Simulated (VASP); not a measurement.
# TaN (P-6m2) in VASP: further runs, part 2 of 2

VASP 6.6.1. Earlier steps stand in the parts before.

### Step 3. Relaxation of cell and atoms, PBE, target pressure 12 GPa, at which the enthalpy is minimised

This run uses another cell than the first one, of 10.92 Å³/atom.

INCAR

```
SYSTEM = TaN
PREC = Accurate
ENCUT = 600
EDIFF = 1E-6
ISMEAR = -1
SIGMA = 0.15
LREAL = .FALSE.
LASPH = .TRUE.
NELM = 100
ALGO = Normal
ISIF = 3
LWAVE = .FALSE.
LCHARG = .FALSE.
GGA = PE
IBRION = 2
NSW = 80
EDIFFG = -0.001
PSTRESS = 120.0
```

KPOINTS

```
regular mesh
0
G
  18 18 14
  0 0 0
```

POSCAR

```
TaN
1.0
    2.9504707845      0.0000000000      0.0000000000
   -1.4752353923      2.5551826525      0.0000000000
    0.0000000000      0.0000000000      2.8973536948
Ta N
1 1
Direct
    0.3333333333      0.6666666667      0.5000000000
    0.0000000000      0.0000000000      0.0000000000
```

Potentials or basis: VASP PAW PBE potentials, release 64 (Ta_pv, N).

Command:

```console
$ cat potpaw_PBE.64/Ta_pv/POTCAR potpaw_PBE.64/N/POTCAR > POTCAR
$ mpirun -np 1 vasp_std > vasp.out
```

OUTCAR:

```text
SYSTEM = TaN
   PREC = Accurate
   ENCUT = 600
   EDIFF = 1E-6
   ISMEAR = -1
   LREAL = .FALSE.
   LASPH = .TRUE.
   NELM = 100
   ISIF = 3
   GGA = PE
   IBRION = 2
   NSW = 80
   EDIFFG = -0.001
   PSTRESS = 120.0

 ion  position               nearest neighbor table
   1  0.333  0.667  0.500-   2 2.24   2 2.24   2 2.24   2 2.24   2 2.24   2 2.24
   2  0.000  0.000  0.000-   1 2.24   1 2.24   1 2.24   1 2.24   1 2.24   1 2.24

  LATTYP: Found a hexagonal cell.
 ALAT       =     2.9504707845
 C/A-ratio  =     0.9819970799

  Lattice vectors:

 A1 = (   2.9504707845,   0.0000000000,   0.0000000000)
 A2 = (  -1.4752353923,   2.5551826525,   0.0000000000)
 A3 = (   0.0000000000,   0.0000000000,   2.8973536948)

Analysis of symmetry for initial positions (statically):
=====================================================================
 Subroutine PRICEL returns:
 Original cell was already a primitive cell.

 Routine SETGRP: Setting up the symmetry group for a
 hexagonal supercell.

 Subroutine GETGRP returns: Found 12 space group operations
 (whereof 12 operations were pure point group operations)
 out of a pool of 24 trial point group operations.

The static configuration has the point symmetry D_3h.

Analysis of symmetry for dynamics (positions and initial velocities):
=====================================================================
 Subroutine PRICEL returns:
 Original cell was already a primitive cell.

 Routine SETGRP: Setting up the symmetry group for a
 hexagonal supercell.

 Subroutine GETGRP returns: Found 12 space group operations
 (whereof 12 operations were pure point group operations)
 out of a pool of 24 trial point group operations.

The dynamic configuration has the point symmetry D_3h.

 Subroutine INISYM returns: Found 12 space group operations
 (whereof 12 operations are pure point group operations),
 and found     1 'primitive' translations

----------------------------------------------------------------------------------------

                                     Primitive cell

  volume of cell :      21.8431

  direct lattice vectors                    reciprocal lattice vectors
     2.950470785  0.000000000  0.000000000     0.338928962  0.195680727  0.000000000
    -1.475235392  2.555182653  0.000000000     0.000000000  0.391361455  0.000000000
     0.000000000  0.000000000  2.897353695     0.000000000  0.000000000  0.345142535

  length of vectors
     2.950470785  2.950470785  2.897353695     0.391361455  0.391361455  0.345142535

  position of ions in fractional coordinates (direct lattice)
     0.333333333  0.666666667  0.500000000
     0.000000000  0.000000000  0.000000000

  ion indices of the primitive-cell ions
   primitive index   ion index
                 1           1
                 2           2

----------------------------------------------------------------------------------------

 KPOINTS: regular mesh

Automatic generation of k-mesh.
 Grid dimensions read from file:
 generate k-points for:   18   18   14

 Generating k-lattice:
[... 60 lines left out ...]
   ENCUT  =  600.0 eV  44.10 Ry    6.64 a.u.   5.89  5.89  5.79*2*pi/ulx,y,z
   NELM   =    100;   NELMIN=  2; NELMDL= -5     # of ELM steps
   EDIFF  = 0.1E-05   stopping-criterion for ELM
   LREAL  =      F    real-space projection
   EDIFFG = -.1E-02   stopping-criterion for IOM
   NSW    =     80    number of steps for IOM
   IBRION =      2    ionic relax: 0-MD 1-quasi-New 2-CG
   NFREE  =      1    steps in history (QN), initial steepest desc. (CG)
   ISIF   =      3    stress and relaxation
   ISYM   =      2    0-nonsym 1-usesym 2-fastsym
   POTIM  = 0.5000    time-step for ionic-motion
   TEBEG  =    0.0;   TEEND  =   0.0 temperature during run
   PSTRESS=  120.0 pullay stress
   NELECT =      16.0000    total number of electrons
   NUPDOWN=      -1.0000    fix difference up-down
   EMIN   =  10.00;   EMAX   =-10.00  energy-range for DOS
   EFERMI =   0.00;   METHOD = LEGACY
   ISMEAR =    -1;   SIGMA  =   0.15  broadening in eV -4-tet -1-fermi 0-gaus
   EFERMI_NEDOS =   21; number of points for ismear=-14 and -15
   IALGO  =     38    algorithm
   IMIX   =      4    mixing-type and parameters
     AMIX     =   0.40;   BMIX     =  1.00
     AMIX_MAG =   1.60;   BMIX_MAG =  1.00
  volume/ion in A,a.u.               =      10.92        73.70
  Fermi-wavevector in a.u.,A,eV,Ry     =   1.475740  2.788745 29.630891  2.177809
  Thomas-Fermi vector in A             =   2.590352
   LORBIT       =      0    0 simple, 1 ext, 2 COOP (PROOUT), +10 PAW based schemes
   GGA     = PE    functional components
   LHFCALC =     F    Hartree Fock is set to
   AEXX    =    0.0000 exact exchange contribution
   IVDW    =     0    specifies the selected vdW correction
   LEPSILON=     F    determine dielectric tensor
   LRPA    =     F    only Hartree local field effects (RPA)
 conjugate gradient relaxation of ions
 non-spin polarized calculation
  energy-cutoff  :      600.00
  volume of cell :       21.84
 maximum number of plane-waves:       746
 NGX is ok and might be reduce to    24

--------------------------------------- Ionic step        1  -------------------------------------------

 number of electron      16.0000001 magnetization

 Free energy of the ion-electron system (eV)
  ---------------------------------------------------
  ext. energy  EPLUGINS =         0.00000000
  ---------------------------------------------------
  free energy    TOTEN  =       -22.45150512 eV

  energy without entropy =      -22.44217289  energy(sigma->0) =      -22.44683900

------------------------ aborting loop because EDIFF is reached ----------------------------------------

  FORCE on cell =-STRESS in cart. coord.  units (eV):
  Direction    XX          YY          ZZ          XY          YZ          ZX
  --------------------------------------------------------------------------------------
  -------------------------------------------------------------------------------------
  Total        0.0682872      0.0682872      0.0890355     -0.0000000      0.0000000      0.0000000
  in kB        5.0088177      5.0088177      6.5306899     -0.0000000      0.0000000      0.0000000
  external PRESSURE =    -114.4838916 kB  Pullay stress =     120.0000000 kB
[... 97 lines left out ...]
  energy  without entropy=      -22.4180889603  energy(sigma->0) =      -22.42272417

  enthalpy is  TOTEN    =       -20.8402631154 eV   P V=        1.5870962615

[... ionic steps 4 to 45 ...]

--------------------------------------- Ionic step       46  -------------------------------------------

 number of electron      16.0000000 magnetization

------------------------ aborting loop because EDIFF is reached ----------------------------------------
[... 71 lines left out ...]
--------------------------------------- Ionic step       48  -------------------------------------------

 number of electron      16.0000000 magnetization

 Free energy of the ion-electron system (eV)
  ---------------------------------------------------
  ext. energy  EPLUGINS =         0.00000000
  ---------------------------------------------------
  free energy    TOTEN  =       -22.42567995 eV

  energy without entropy =      -22.41649592  energy(sigma->0) =      -22.42108794

 E-fermi :   8.4783     XC(G=0): -13.4456

 val. band max:        8.4641783088   @ k =   0.0556   0.0000   0.5000
 cond. band min:       8.4964278087   @ k =   0.0556   0.0000   0.4286
 fundamental gap:      0.0322494999
 Fermi energy:         8.4782766024

 k-point     1 :       0.0000    0.0000    0.0000
  band No.  band energies     occupation
      1     -26.3564      2.00000
      2     -26.0713      2.00000
      3     -26.0713      2.00000
      4      -9.4731      2.00000
      5       3.8221      2.00000
      6       3.8221      2.00000
      7       4.1452      2.00000
      8       5.4765      2.00000
      9      10.8158      0.00000
     10      12.0977      0.00000
     11      12.0977      0.00000
     12      12.5494      0.00000
[... 331 lines left out ...]
 k-point    24 :       0.3889    0.1111    0.0000
  band No.  band energies     occupation
      1     -27.1099      2.00000
      2     -26.3970      2.00000
      3     -26.2013      2.00000
      4      -7.0953      2.00000
      5       0.2684      2.00000
      6       3.2008      2.00000
      7       4.1344      2.00000
      8       6.1197      2.00000
      9      10.7972      0.00000
     10      11.5927      0.00000
     11      13.1413      0.00000
     12      14.6239      0.00000

 [... further k-points ...]

------------------------ aborting loop because EDIFF is reached ----------------------------------------

  FORCE on cell =-STRESS in cart. coord.  units (eV):
  Direction    XX          YY          ZZ          XY          YZ          ZX
  --------------------------------------------------------------------------------------
  -------------------------------------------------------------------------------------
  Total        1.5846734      1.5846734      1.5865407     -0.0000000      0.0000000     -0.0000000
  in kB      119.9532294    119.9532294    120.0945736     -0.0000000      0.0000000     -0.0000000
  external PRESSURE =       0.0003441 kB  Pullay stress =     120.0000000 kB
[... 21 lines left out ...]
  energy  without entropy=      -22.4164959234  energy(sigma->0) =      -22.42108794

  enthalpy is  TOTEN    =       -20.8403886494 eV   P V=        1.5852913034

 reached required accuracy - stopping structural energy minimisation
```

Wall time 5.5 min (1 thread of Intel Xeon Platinum 8559C (Emerald Rapids), shared host); peak memory 0.25 GiB.

What came out:

```
Free energy                                                : -22.4257 eV
Relaxed volume                                             : 10.58 Å³/atom
Relaxed cell                                               : a = 2.918 Å, b = 2.918 Å, c = 2.871 Å, α = 90.00°, β = 90.00°, γ = 120.00°
Space group after relaxing (to 0.1 Å)                      : P-6m2 (No. 187)
Energy change on relaxing (the run minimises the enthalpy) : +12.9 meV/atom
Ionic steps                                                : 48
Pressure after relaxing                                    : 12.0 GPa
Band gap on the k mesh                                     : zero (bands 8 and 9 overlap by 0.30 eV)
```

Step by step:
```
step  energy change (eV)  largest force (eV/Å)  pressure (GPa)  volume (Å³)
   1              0.0000                0.0000            0.55        21.84
   3              0.0241                0.0000           11.58        21.19
   5              0.0267                0.0000           12.22        21.16
   7              0.0268                0.0000           12.23        21.15
   9              0.0239                0.0000           11.57        21.19
  11              0.0260                0.0000           12.02        21.16
  13              0.0259                0.0000           12.03        21.17
  15              0.0258                0.0000           12.01        21.17
  17              0.0258                0.0000           12.01        21.17
  19              0.0258                0.0000           11.99        21.17
  21              0.0257                0.0000           11.98        21.17
  23              0.0258                0.0000           11.97        21.17
  25              0.0259                0.0000           12.00        21.16
  27              0.0259                0.0000           12.02        21.17
  29              0.0259                0.0000           12.01        21.17
  31              0.0258                0.0000           12.00        21.17
  33              0.0258                0.0000           12.00        21.17
  35              0.0258                0.0000           12.00        21.17
  37              0.0258                0.0000           12.00        21.17
  39              0.0258                0.0000           12.00        21.17
  41              0.0258                0.0000           12.00        21.17
  43              0.0258                0.0000           12.00        21.17
  45              0.0258                0.0000           11.99        21.17
  47              0.0258                0.0000           12.00        21.17
  48              0.0258                0.0000           12.00        21.17
```

Final structure:
```xyz
2
Lattice="2.9176 0.0000 0.0000 -1.4588 2.5267 0.0000 0.0000 0.0000 2.8712" Properties=species:S:1:pos:R:3 pbc="T T T"
Ta    0.0000    1.6844    1.4356
N     0.0000    0.0000    0.0000
```

Caveat: the cell is relaxed towards a set pressure, so the run minimises the enthalpy, not the energy; spin-orbit coupling is left out, which moves the levels of the heavy elements.

### Step 4. Single point, PBE

This run uses another cell than the first one: it holds 4 atoms, not 2.

INCAR

```
PREC = Accurate ; ENCUT = 520
EDIFF = 1E-6 ; ISMEAR = 0
SIGMA = 0.15 ; LREAL = F
LASPH = T ; NELM = 100
ALGO = Normal ; ISIF = 2
LWAVE = F ; LCHARG = F
GGA = PE ; NBANDS = 24
```

KPOINTS

```
regular mesh
0
Gamma
  12 12 12
```

POSCAR

```
TaN
1.0
    2.9501846796      0.0000000000      0.0000000000
    1.4750923398     -2.5549348784     -2.8977716012
    1.4750923398      2.5549348784     -2.8977716012
Ta N
2 2
Direct
    0.2500000000      0.4166666667      0.0833333333
    0.7500000000      0.9166666667      0.5833333333
    0.5000000000      0.5000000000      0.5000000000
    0.0000000000      0.0000000000      0.0000000000
```

Command:

```console
$ cat potpaw_PBE.64/Ta_pv/POTCAR potpaw_PBE.64/N/POTCAR > POTCAR
$ mpirun -np 1 vasp_std > vasp.out
```

Wall time 7.4 min (1 thread of AMD EPYC 7R13, shared host); peak memory 0.33 GiB.

Results (log left out):

| Property | Result |
| --- | --- |
| Free energy | -44.8928 eV |
| Pressure | 0.7 GPa |
| Band gap on the k mesh | zero (bands 16 and 17 overlap by 0.31 eV) |

Stress tensor (GPa, compression positive):
```
0.57 0.00 0.00
0.00 0.63 0.00
0.00 0.00 0.78
```

Levels at points of the mesh, in eV from the Fermi level:
```
           k point  band 14  band 15  band 16  band 17  band 18  band 19
(0.00, 0.00, 0.00)    -4.15    -2.92    -0.40     2.12     3.51     3.51
(0.50, 0.00, 0.00)    -5.03    -1.06    -1.06     2.32     2.32     4.25
(0.00, 0.50, 0.00)    -4.23    -1.73    -1.73     1.82     1.82     2.17
(0.50, 0.50, 0.00)    -3.43    -3.16    -0.40     2.95     3.94     4.06
(0.00, 0.50, 0.50)    -3.43    -3.16    -0.09    -0.09     2.35     2.95
```

Caveat: spin-orbit coupling is left out, which moves the levels of the heavy elements.

### Step 5. Summary

```csv
task,cell,k mesh,cutoff (eV),smearing,gap on the mesh (eV),pressure (GPa)
single point,"a = 2.916, b = 2.916, c = 2.869 Å, angles 90.0, 90.0, 120.0°, 2 atoms, atomic positions A",18 × 18 × 14,520,fermi-dirac 0.15 eV,none,12.8
relaxation of cell and atoms,"relaxed to 12 GPa from a = 2.950, b = 2.950, c = 2.897 Å, angles 90.0, 90.0, 120.0°, 2 atoms, atomic positions A",18 × 18 × 14,600,fermi-dirac 0.15 eV,none,12.0
single point,"a = 2.950, b = 4.135, c = 4.135 Å, angles 76.3, 69.1, 69.1°, 4 atoms, atomic positions B",12 × 12 × 12,520,gaussian 0.15 eV,none,0.7
```

Alike in all rows: level PBE; potentials or basis VASP PAW PBE potentials, release 64 (Ta_pv, N); no spin polarisation.

Caveats: spin-orbit coupling is left out, which moves the levels of the heavy elements; the cell stands under pressure (at least some runs); the cell is relaxed towards a set pressure, so the run minimises the enthalpy, not the energy (at least some runs).

Total energies depend on the potentials used, so only differences within one code and one set of settings carry meaning.

The gap in the log of VASP goes by the Fermi energy; the results here count the filled bands.